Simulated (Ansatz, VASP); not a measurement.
**One calculation of Zr, two programs**

File INCAR:

```
PREC     = Accurate       # precision mode
ENCUT    = 520            # plane-wave cutoff, eV
EDIFF    = 1E-6           # SCF threshold, eV
ISMEAR   = 0              # smearing method
SIGMA    = 0.15           # smearing width, eV
LREAL    = False          # projectors in reciprocal space
LASPH    = True           # aspherical terms in the spheres
NELM     = 80             # most SCF steps
ALGO     = Fast           # electronic algorithm
ISIF     = 2              # what is computed and relaxed
LWAVE    = False          # write WAVECAR
LCHARG   = False          # write CHGCAR
GGA      = PS             # functional
NBANDS   = 19             # bands
```

KPOINTS

```
Automatic mesh
0
Gamma
  18 18 10
```

File POSCAR:

```
Zr
1.0
    3.2319982225      0.0000000000      0.0000000000
   -1.6159991112      2.8829623427      0.0000000000
    0.0000000000      0.0000000000      5.1470000000
Zr
2
Direct
    0.3333333333      0.6666666667      0.2500000000
    0.6666666667      0.3333333333      0.7500000000
```

Input for Ansatz:

```yaml
crystal:
  lattice:
    - [3.2319982225, 0.0, 0.0]
    - [-1.6159991112, 2.8829623427, 0.0]
    - [0.0, 0.0, 5.147]
  atoms:
    - { symbol: Zr, position: [0.3333333333, 0.6666666667, 0.25] }
    - { symbol: Zr, position: [0.6666666667, 0.3333333333, 0.75] }
basis:
  ecutwfc: 420
kpoints:
  mp_grid: { grid: [18, 18, 10] }
hamiltonian:
  xc: pbesol
scf:
  occupations: { method: gaussian, width: 0.15 }
output:
  forces: true
  stress: true
  eigenvalues: true
```

Change from the starting cell: strain +0.0300 x Voigt [0, 1, 0, 0, 0, 0], atoms carried along.

Alike in both runs: task single point; functional PBEsol; k mesh 18 × 18 × 10; occupations gaussian, width 0.15 eV; no spin polarisation.

|  | VASP | Ansatz |
| --- | --- | --- |
| version | VASP 6.6.1 | Ansatz 0.2.0 |
| potentials or method | VASP PAW PBE potentials, release 64 (Zr_sv), cutoff 520 eV | scalar-relativistic, plane waves, PAW |
| valence electrons in the cell | 24 | 24 |

```tsv
	VASP	Ansatz	Ansatz less VASP
gap on the k mesh at the Fermi level (eV)	none	none	-
pressure (GPa)	-5.7	-5.7	-0.04
traceless stress, the component that is largest in VASP (GPa)	-1.70	-1.69	+0.005
rms of the force components (eV/Å)	0.028	0.028	+0.0001
```

VASP's potentials were made for PBE, not for PBEsol. Atom by atom the forces differ by 0.000 eV/Å (rms over components). A gap of «none» marks a metal or a gap that the smearing closes.
